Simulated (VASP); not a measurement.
# CsLiCr2Te2S3 (P3m1) in VASP: settings compared

CsLiCr2Te2S3 is run at these levels: revPBE, PBE+D3(BJ), BLYP; tasks: single point.

All numbers are computed with VASP 6.6.1; they aren't measurements. Logs are shortened: lines on timing, memory, paths and dates and some standing lists are left out, and cuts for length are marked.

## Step 1: The cell of the first run

It takes space group P3m1 (No. 156, trigonal). Conventional cell: a = 3.648 Å, b = 3.648 Å, c = 21.044 Å, α = 90.00°, β = 90.00°, γ = 120.00°. Within 4.5 Å of Cs (site symmetry 3m) lie 3 S at 3.42 Å and 6 Cs at 3.65 Å and 3 Te at 3.80 Å and 3 Cr at 4.48 Å. Li (site symmetry 3m) has 6 S at 2.67 to 2.70 Å and 6 Cr at 3.58 to 3.61 Å and 6 Li at 3.65 Å within 3.7 Å. Cr (site symmetry 3m) has 3 S at 2.43 Å and 3 Te at 2.75 Å within 3.2 Å. Cr (site symmetry 3m) has 6 S at 2.45 to 2.47 Å within 3.2 Å. Within 4.8 Å of Te (site symmetry 3m) lie 6 Te at 3.65 Å and 3 Cs at 3.80 Å. Te (site symmetry 3m) has 3 Cr at 2.75 Å and 6 Te at 3.65 Å and 3 S at 3.65 Å within 3.7 Å. Within 3.4 Å of S (site symmetry 3m) lie 3 Cr at 2.47 Å and 3 Li at 2.67 Å and 3 S at 3.31 Å. Within 3.2 Å of S (site symmetry 3m) lie 3 Cr at 2.43 Å and 3 Li at 2.70 Å.

## Step 2: Single point, revPBE, collinear spin, ferromagnetic start

INCAR

```
PREC = Accurate
ENCUT = 520
EDIFF = 1E-7
ISMEAR = -1
SIGMA = 0.05
LREAL = F
LASPH = T
NELM = 150
ALGO = Normal
ISIF = 2
LWAVE = F
LCHARG = F
ISPIN = 2
MAGMOM = 0 0 3 3 0 0 0 0 0
LORBIT = 11
LMAXMIX = 4
GGA = RE
NBANDS = 47
```

KPOINTS

```
regular mesh
0
Gamma
  6 6 1
```

POSCAR

```
CsLiCr2Te2S3
1.0
    3.6482315434      0.0000000000      0.0000000000
   -1.8241157717      3.1594611954      0.0000000000
    0.0000000000      0.0000000000     21.0443310289
Cs Li Cr Te S
1 1 2 2 3
Direct
    0.0000000000      0.0000000000      0.3516319054
    0.6666666667      0.3333333333      0.0242528239
    0.0000000000      0.0000000000      0.8865848458
    0.3333333333      0.6666666667      0.1636775651
    0.3333333333      0.6666666667      0.5022015395
    0.6666666667      0.3333333333      0.8022965081
    0.0000000000      0.0000000000      0.1020358819
    0.3333333333      0.6666666667      0.9439403212
    0.6666666667      0.3333333333      0.2233886090
```

Potentials or basis: VASP PAW PBE potentials, release 64 (Cs_sv, Li_sv, Cr_pv, Te, S).

The run is started by

```sh
$ cat potpaw_PBE.64/Cs_sv/POTCAR potpaw_PBE.64/Li_sv/POTCAR potpaw_PBE.64/Cr_pv/POTCAR potpaw_PBE.64/Te/POTCAR potpaw_PBE.64/S/POTCAR > POTCAR
$ mpirun -np 1 vasp_std > vasp.out
```

OUTCAR:

```text
PREC = Accurate
   ENCUT = 520
   EDIFF = 1E-7
   ISMEAR = -1
   LREAL = F
   LASPH = T
   NELM = 150
   ISIF = 2
   ISPIN = 2
   LORBIT = 11
   GGA = RE

 ion  position               nearest neighbor table
   1  0.000  0.000  0.352-
   2  0.667  0.333  0.024-   7 2.67   7 2.67   7 2.67
   3  0.000  0.000  0.887-   8 2.43   8 2.43   8 2.43   6 2.75   6 2.75   6 2.75
   4  0.333  0.667  0.164-   9 2.45   9 2.45   9 2.45   7 2.47   7 2.47   7 2.47
   5  0.333  0.667  0.502-
   6  0.667  0.333  0.802-   3 2.75   3 2.75   3 2.75
   7  0.000  0.000  0.102-   4 2.47   4 2.47   4 2.47   2 2.67   2 2.67   2 2.67
   8  0.333  0.667  0.944-   3 2.43   3 2.43   3 2.43
   9  0.667  0.333  0.223-   4 2.45   4 2.45   4 2.45

  LATTYP: Found a hexagonal cell.
 ALAT       =     3.6482315434
 C/A-ratio  =     5.7683649677

  Lattice vectors:

 A1 = (   3.6482315434,   0.0000000000,   0.0000000000)
 A2 = (  -1.8241157717,   3.1594611954,   0.0000000000)
 A3 = (   0.0000000000,   0.0000000000,  21.0443310289)

Analysis of symmetry for initial positions (statically):
=====================================================================
 Subroutine PRICEL returns:
 Original cell was already a primitive cell.

 Routine SETGRP: Setting up the symmetry group for a
 hexagonal supercell.

 Subroutine GETGRP returns: Found  6 space group operations
 (whereof  6 operations were pure point group operations)
 out of a pool of 24 trial point group operations.

The static configuration has the point symmetry C_3v.

Analysis of symmetry for dynamics (positions and initial velocities):
=====================================================================
 Subroutine PRICEL returns:
 Original cell was already a primitive cell.

 Routine SETGRP: Setting up the symmetry group for a
 hexagonal supercell.

 Subroutine GETGRP returns: Found  6 space group operations
 (whereof  6 operations were pure point group operations)
 out of a pool of 24 trial point group operations.

The dynamic configuration has the point symmetry C_3v.

Analysis of structural, dynamic, and magnetic symmetry:
=====================================================================
 Subroutine PRICEL returns:
 Original cell was already a primitive cell.

 Routine SETGRP: Setting up the symmetry group for a
 hexagonal supercell.

 Subroutine GETGRP returns: Found  6 space group operations
 (whereof  6 operations were pure point group operations)
 out of a pool of 24 trial point group operations.

The overall configuration has the point symmetry C_3v.

 Subroutine INISYM returns: Found  6 space group operations
 (whereof  6 operations are pure point group operations),
 and found     1 'primitive' translations

----------------------------------------------------------------------------------------

                                     Primitive cell

  volume of cell :     242.5663

  direct lattice vectors                    reciprocal lattice vectors
     3.648231543  0.000000000  0.000000000     0.274105409  0.158254832  0.000000000
    -1.824115772  3.159461195  0.000000000     0.000000000  0.316509664  0.000000000
     0.000000000  0.000000000 21.044331029     0.000000000  0.000000000  0.047518736

  length of vectors
     3.648231543  3.648231543 21.044331029     0.316509664  0.316509664  0.047518736

  position of ions in fractional coordinates (direct lattice)
     0.000000000  0.000000000  0.351631905
     0.666666667  0.333333333  0.024252824
     0.000000000  0.000000000  0.886584846
     0.333333333  0.666666667  0.163677565
     0.333333333  0.666666667  0.502201539
     0.666666667  0.333333333  0.802296508
     0.000000000  0.000000000  0.102035882
     0.333333333  0.666666667  0.943940321
     0.666666667  0.333333333  0.223388609

  ion indices of the primitive-cell ions
   primitive index   ion index
                 1           1
                 2           2
                 3           3
                 4           4
                 5           5
                 6           6
                 7           7
                 8           8
                 9           9

----------------------------------------------------------------------------------------

 KPOINTS: regular mesh

Automatic generation of k-mesh.
 Grid dimensions read from file:
 generate k-points for:    6    6    1

 Generating k-lattice:

  Cartesian coordinates                     Fractional coordinates (reciprocal lattice)
     0.045684235  0.026375805  0.000000000     0.166666667  0.000000000  0.000000000
     0.000000000  0.052751611  0.000000000     0.000000000  0.166666667  0.000000000
     0.000000000  0.000000000  0.047518736     0.000000000  0.000000000  1.000000000

  Length of vectors
     0.052751611  0.052751611  0.047518736

  Shift w.r.t. Gamma in fractional coordinates (k-lattice)
     0.000000000  0.000000000  0.000000000

 Subroutine IBZKPT returns following result:
 ===========================================

 Found      7 irreducible k-points:

 Following reciprocal coordinates:
            Coordinates               Weight
  0.000000  0.000000  0.000000      1.000000
  0.166667  0.000000  0.000000      6.000000
  0.333333  0.000000  0.000000      6.000000
  0.500000  0.000000  0.000000      3.000000
  0.166667  0.166667  0.000000      6.000000
  0.333333  0.166667  0.000000     12.000000
  0.333333  0.333333  0.000000      2.000000
   k-points           NKPTS =      7   k-points in BZ     NKDIM =      7   number of bands    NBANDS=     47
   number of dos      NEDOS =    301   number of ions     NIONS =      9
   total plane-waves  NPLWV = 125440
   dimension x,y,z NGX =    28 NGY =   28 NGZ =  160
   dimension x,y,z NGXF=    56 NGYF=   56 NGZF=  320
   ions per type =               1   1   2   2   3
   NGX,Y,Z   is equivalent  to a cutoff of  12.76, 12.76, 12.64 a.u.
   NGXF,Y,Z  is equivalent  to a cutoff of  25.52, 25.52, 25.28 a.u.
 SYSTEM =  unknown system
   PREC   = accura    normal or accurate (medium, high low for compatibility)
   ISTART =      0    job   : 0-new  1-cont  2-samecut
   ICHARG =      2    charge: 1-file 2-atom 10-const
   ISPIN  =      2    spin polarized calculation?
   LNONCOLLINEAR =      F non collinear calculations
   LSORBIT =      F    spin-orbit coupling
   LASPH  =      T    aspherical Exc in radial PAW
   ENCUT  =  520.0 eV  38.22 Ry    6.18 a.u.   6.78  6.78 39.13*2*pi/ulx,y,z
   NELM   =    150;   NELMIN=  2; NELMDL= -5     # of ELM steps
   EDIFF  = 0.1E-06   stopping-criterion for ELM
   LREAL  =      F    real-space projection
   EDIFFG = 0.1E-05   stopping-criterion for IOM
   NSW    =      0    number of steps for IOM
   IBRION =     -1    ionic relax: 0-MD 1-quasi-New 2-CG
   NFREE  =      0    steps in history (QN), initial steepest desc. (CG)
   ISIF   =      2    stress and relaxation
   ISYM   =      2    0-nonsym 1-usesym 2-fastsym
   POTIM  = 0.5000    time-step for ionic-motion
   TEBEG  =    0.0;   TEEND  =   0.0 temperature during run
   PSTRESS=    0.0 pullay stress
   NELECT =      66.0000    total number of electrons
   NUPDOWN=      -1.0000    fix difference up-down
   EMIN   =  10.00;   EMAX   =-10.00  energy-range for DOS
   EFERMI =   0.00;   METHOD = LEGACY
   ISMEAR =    -1;   SIGMA  =   0.05  broadening in eV -4-tet -1-fermi 0-gaus
   EFERMI_NEDOS =   21; number of points for ismear=-14 and -15
   IALGO  =     38    algorithm
   IMIX   =      4    mixing-type and parameters
     AMIX     =   0.40;   BMIX     =  1.00
     AMIX_MAG =   1.60;   BMIX_MAG =  1.00
  volume/ion in A,a.u.               =      26.95       181.88
  Fermi-wavevector in a.u.,A,eV,Ry     =   1.060830  2.004679 15.311468  1.125361
  Thomas-Fermi vector in A             =   2.196225
   LORBIT       =     11    0 simple, 1 ext, 2 COOP (PROOUT), +10 PAW based schemes
   GGA     = RE    functional components
   LHFCALC =     F    Hartree Fock is set to
   AEXX    =    0.0000 exact exchange contribution
   IVDW    =     0    specifies the selected vdW correction
   LEPSILON=     F    determine dielectric tensor
   LRPA    =     F    only Hartree local field effects (RPA)
 spin polarized calculation
  energy-cutoff  :      520.00
  volume of cell :      242.57
 maximum number of plane-waves:      6558
 NGX is ok and might be reduce to    28
   NGX = 13   NGY = 13   NGZ = 79

 number of electron      65.9999989 magnetization       5.7161069

 Free energy of the ion-electron system (eV)
  ---------------------------------------------------
  ext. energy  EPLUGINS =         0.00000000
  ---------------------------------------------------
  free energy    TOTEN  =       -43.75748890 eV

  energy without entropy =      -43.72917771  energy(sigma->0) =      -43.74333331

 E-fermi :   3.9204     XC(G=0):  -8.4591

 val. band max:        3.9016798453   @ k =   0.1667   0.0000   0.0000
 cond. band min:       3.9377706248   @ k =   0.1667   0.0000   0.0000
 fundamental gap:      0.0360907795
 Fermi energy:         3.9203818779

 spin component 1

 k-point     1 :       0.0000    0.0000    0.0000
  band No.  band energies     occupation
      1     -42.7174      1.00000
      2     -40.7355      1.00000
      3     -40.7129      1.00000
      4     -40.7129      1.00000
      5     -40.3054      1.00000
      6     -40.2993      1.00000
[... 37 lines left out ...]
     44       8.1491      0.00000
     45       8.1491      0.00000
[... 246 lines left out ...]
      4     -40.7239      1.00000
      5     -40.3107      1.00000
      6     -40.3099      1.00000
[... 37 lines left out ...]
     44       8.4934      0.00000
     45       8.6547      0.00000
 Fermi energy:         3.9203818779

 spin component 2

 k-point     1 :       0.0000    0.0000    0.0000
  band No.  band energies     occupation
      1     -42.7194      1.00000
      2     -37.7004      1.00000
      3     -37.7004      1.00000
      4     -37.6874      1.00000
      5     -37.4347      1.00000
      6     -37.3552      1.00000
[... 37 lines left out ...]
     44       8.1890      0.00000
     45       8.1890      0.00000
[... 246 lines left out ...]
      4     -37.6841      1.00000
      5     -37.4310      1.00000
      6     -37.3692      1.00000
[... 37 lines left out ...]
     44       8.5037      0.00000
     45       8.7446      0.00000
 [bands above 45 left out]

------------------------ aborting loop because EDIFF is reached ----------------------------------------

  FORCE on cell =-STRESS in cart. coord.  units (eV):
  Direction    XX          YY          ZZ          XY          YZ          ZX
  --------------------------------------------------------------------------------------
  -------------------------------------------------------------------------------------
  Total       -0.0071118     -0.0071118      0.0290641     -0.0000000      0.0000000      0.0000000
  in kB       -0.0469743     -0.0469743      0.1919716     -0.0000000      0.0000000      0.0000000
  external PRESSURE =       0.0326743 kB  Pullay stress =       0.0000000 kB

 VOLUME and BASIS-vectors are now :
 -----------------------------------------------------------------------------
  energy-cutoff  :      520.00
  volume of cell :      242.57
      direct lattice vectors                 reciprocal lattice vectors
     3.648231543  0.000000000  0.000000000     0.274105409  0.158254832  0.000000000
    -1.824115772  3.159461195  0.000000000     0.000000000  0.316509664  0.000000000
     0.000000000  0.000000000 21.044331029     0.000000000  0.000000000  0.047518736

 POSITION                                       TOTAL-FORCE (eV/Angst)
 -----------------------------------------------------------------------------------
      0.00000      0.00000      7.39986         0.000000     -0.000000      0.003233
      1.82412      1.05315      0.51038        -0.000000     -0.000000      0.001091
      0.00000      0.00000     18.65758         0.000000     -0.000000      0.006870
     -0.00000      2.10631      3.44448         0.000000     -0.000000     -0.004826
     -0.00000      2.10631     10.56850         0.000000     -0.000000      0.011662
      1.82412      1.05315     16.88379         0.000000     -0.000000     -0.006649
      0.00000      0.00000      2.14728         0.000000     -0.000000     -0.005371
     -0.00000      2.10631     19.86459         0.000000      0.000000      0.006181
      1.82412      1.05315      4.70106        -0.000000      0.000000     -0.012190
 -----------------------------------------------------------------------------------
    total drift:                                0.000002     -0.000001     -0.000277

  FREE ENERGIE OF THE ION-ELECTRON SYSTEM (eV)
  ---------------------------------------------------
  free  energy   TOTEN  =       -43.7574888967 eV

  energy  without entropy=      -43.7291777141  energy(sigma->0) =      -43.74333331

 total charge

# of ion       s       p       d       tot
------------------------------------------
    1        1.842   4.710   0.075   6.627
    2        2.005   0.029   0.000   2.035
    3        0.269   6.238   4.082  10.589
    4        0.266   6.245   4.012  10.522
    5        1.413   1.808   0.015   3.237
    6        1.391   1.947   0.033   3.371
    7        1.326   2.428   0.000   3.755
    8        1.326   2.423   0.000   3.749
    9        1.329   2.420   0.000   3.749
--------------------------------------------------
tot         11.168  28.248   8.217  47.633

 magnetization (x)

# of ion       s       p       d       tot
------------------------------------------
    1        0.000  -0.001   0.001  -0.000
    2        0.000  -0.001   0.000  -0.001
    3        0.039   0.033   2.813   2.884
    4        0.041   0.039   2.896   2.977
    5       -0.000  -0.004  -0.000  -0.004
    6       -0.005  -0.179   0.002  -0.181
    7       -0.004  -0.072   0.000  -0.076
    8       -0.005  -0.084   0.000  -0.089
    9       -0.005  -0.084   0.000  -0.089
--------------------------------------------------
tot          0.061  -0.353   5.712   5.419
```

Wall time 3.6 min (1 thread of Intel Xeon 6975P-C (Granite Rapids), shared host); peak memory 0.53 GiB.

What came out:

```
Free energy                                           : -43.7575 eV
Largest force                                         : 0.012 eV/Å
Net moment                                            : 5.72 μB per cell
Site moments                                          : Cs -0.00; Li -0.00; Cr +2.88, +2.98; Te -0.00, -0.18; S -0.08, -0.09 (each value once) μB
Valence electrons inside the program's atomic spheres : Cs 6.63; Li 2.04; Cr 10.59, 10.52; Te 3.24, 3.37; S 3.75
```

Forces on the atoms (eV/Å):
```
Cs   0.000  0.000  0.003
Li   0.000  0.000  0.001
Cr   0.000  0.000  0.007
Cr   0.000  0.000 -0.005
Te   0.000  0.000  0.012
Te   0.000  0.000 -0.007
S    0.000  0.000 -0.005
S    0.000  0.000  0.006
S    0.000  0.000 -0.012
```

Caveat: the cutoff is under 1.25 times the usual one of these potentials, so pressure, stress and relaxed cells hold a basis-set (Pulay) error; the PAW data sets were made with another functional, which shifts forces and pressure a little; spin-orbit coupling is left out, which moves the levels of the heavy elements; the run started ferromagnetic, and an antiferromagnetic order may lie lower in energy.

## Step 3: Single point, PBE+D3(BJ), collinear spin, ferromagnetic start

This run uses another cell than the first one, of 22.13 Å³/atom.

INCAR

```
SYSTEM = CsLiCr2Te2S3
PREC     = Accurate       ! precision mode
ENCUT    = 520            ! plane-wave cutoff, eV
EDIFF    = 1E-6           ! SCF threshold, eV
ISMEAR   = -1             ! smearing method
SIGMA    = 0.05           ! smearing width, eV
LREAL    = .False.        ! projectors in reciprocal space
LASPH    = .True.         ! aspherical terms in the spheres
NELM     = 150            ! most SCF steps
ALGO     = Normal         ! electronic algorithm
ISIF     = 2              ! what is computed and relaxed
LWAVE    = .False.        ! write WAVECAR
LCHARG   = .False.        ! write CHGCAR
ISPIN    = 2              ! spin polarisation
MAGMOM   = 0 0 3 3 0 0 0 0 0 ! initial moments
LORBIT   = 11             ! projections on sites
LMAXMIX  = 4              ! l up to which the mixer works
GGA      = PE             ! functional
IVDW     = 12             ! dispersion correction
NBANDS   = 47             ! bands
```

KPOINTS

```
Automatic mesh
0
Gamma
  6 6 1
  0 0 0
```

POSCAR

```
CsLiCr2Te2S3
1.0
    3.5746539924      0.0000000000      0.0000000000
   -1.7873269962      3.0957411671      0.0000000000
    0.0000000000      0.0000000000     18.0002104668
Cs Li Cr Te S
1 1 2 2 3
Direct
    0.0000000000      0.0000000000      0.3864074333
    0.6666666667      0.3333333333      0.0158628898
    0.0000000000      0.0000000000      0.8538726827
    0.3333333333      0.6666666667      0.1709777569
    0.3333333333      0.6666666667      0.5589197864
    0.6666666667      0.3333333333      0.7526086077
    0.0000000000      0.0000000000      0.0990853237
    0.3333333333      0.6666666667      0.9220863537
    0.6666666667      0.3333333333      0.2401891658
```

Potentials or basis: VASP PAW PBE potentials, release 64 (Cs_sv, Li_sv, Cr_pv, Te, S).

The run is started by

```sh
$ cat potpaw_PBE.64/Cs_sv/POTCAR potpaw_PBE.64/Li_sv/POTCAR potpaw_PBE.64/Cr_pv/POTCAR potpaw_PBE.64/Te/POTCAR potpaw_PBE.64/S/POTCAR > POTCAR
$ mpirun -np 1 vasp_std > vasp.out
```

Wall time 3.8 min (1 thread of Intel Xeon Platinum 8488C (Sapphire Rapids), shared host); peak memory 0.47 GiB.

The run converged. Its results:

| Quantity | Value |
| --- | --- |
| Free energy | -49.5468 eV |
| Largest force | 0.027 eV/Å |
| Net moment | 5.80 μB per cell |
| Site moments | Cs +0.00; Li -0.00; Cr +2.84, +2.92; Te +0.03, -0.14; S -0.05, -0.07 (each value once) μB |
| Valence electrons inside the program's atomic spheres | Cs 6.62; Li 2.05; Cr 10.63, 10.60; Te 3.25, 3.37; S 3.77, 3.75, 3.76 |
| Dispersion energy per atom | -0.379 eV |

Forces in eV/Å, atoms in the order of the input:
```
Cs   0.000  0.000  0.009
Li   0.000  0.000  0.022
Cr   0.000  0.000  0.001
Cr   0.000  0.000 -0.007
Te   0.000  0.000  0.016
Te   0.000  0.000 -0.027
S    0.000  0.000 -0.010
S    0.000  0.000  0.021
S    0.000  0.000 -0.026
```

Levels at points of the mesh, in eV from the Fermi level:
Spin up:
| k point | band 33 | band 34 | band 35 | band 36 | band 37 | band 38 | band 39 | band 40 |
| --- | --- | --- | --- | --- | --- | --- | --- | --- |
| (0.00, 0.00, 0.00) | -0.53 | 0.46 | 0.46 | 1.20 | 1.49 | 1.49 | 1.98 | 1.98 |
| (0.50, 0.00, 0.00) | -1.34 | -1.13 | -0.84 | -0.78 | 0.33 | 0.66 | 1.13 | 1.25 |
Spin down:
| k point | band 26 | band 27 | band 28 | band 29 | band 30 | band 31 | band 32 | band 33 | band 34 | band 35 |
| --- | --- | --- | --- | --- | --- | --- | --- | --- | --- | --- |
| (0.00, 0.00, 0.00) | -1.35 | -0.99 | 0.71 | 0.71 | 0.80 | 0.80 | 1.05 | 1.20 | 1.20 | 1.60 |
| (0.50, 0.00, 0.00) | -2.87 | -2.85 | -2.09 | -1.09 | -0.86 | 0.19 | 0.39 | 0.69 | 0.96 | 1.49 |

Caveat: the cutoff is under 1.25 times the usual one of these potentials, so pressure, stress and relaxed cells hold a basis-set (Pulay) error; three body term missing; spin-orbit coupling is left out, which moves the levels of the heavy elements; the run started ferromagnetic, and an antiferromagnetic order may lie lower in energy.

(Continued in part 2 of 2.)
